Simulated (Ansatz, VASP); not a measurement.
**AlNi in VASP and in Ansatz**

```
CELL_PARAMETERS angstrom
2.64750 0.00000 0.00000
0.00000 2.64750 0.00000
0.00000 0.00000 2.86217
ATOMIC_POSITIONS crystal
Al 0.00000 0.00000 0.00000
Ni 0.50000 0.50000 0.50000
```

Change from the starting cell: strain -0.0750 x Voigt [1, 1, 0, 0, 0, 0], atoms carried along.

Alike in both runs: task single point; functional PBEsol; k mesh 20 × 20 × 20; occupations gaussian, width 0.15 eV; no spin polarisation.

|  | VASP | Ansatz |
| --- | --- | --- |
| version | VASP 6.6.1 | Ansatz 0.2.0 |
| potentials or method | VASP PAW PBE potentials, release 64 (Al, Ni), cutoff 520 eV | scalar-relativistic, plane waves, PAW |
| valence electrons in the cell | 13 | 21 |

VASP gave:

| Quantity | Value |
| --- | --- |
| gap on the k mesh at the Fermi level (eV) | none |
| pressure (GPa) | 38.4 |
| traceless stress, the component that is largest in VASP (GPa) | -5.11 |

**Question.** Estimate Ansatz's values.

**Answer.** gap on the k mesh at the Fermi level (eV): none; pressure (GPa): 38.2; traceless stress, the component that is largest in VASP (GPa): -4.99.

VASP's potentials were made for PBE, not for PBEsol. A gap of «none» marks a metal or a gap that the smearing closes. Both programs put the cell under a high pressure, so it lies far from rest at this level. The functional is the same, so the differences come from potentials, cutoffs and numerics. VASP's potentials hold 13 valence electrons a cell and Ansatz's 21, so a difference there can come from the potentials and not from the codes.
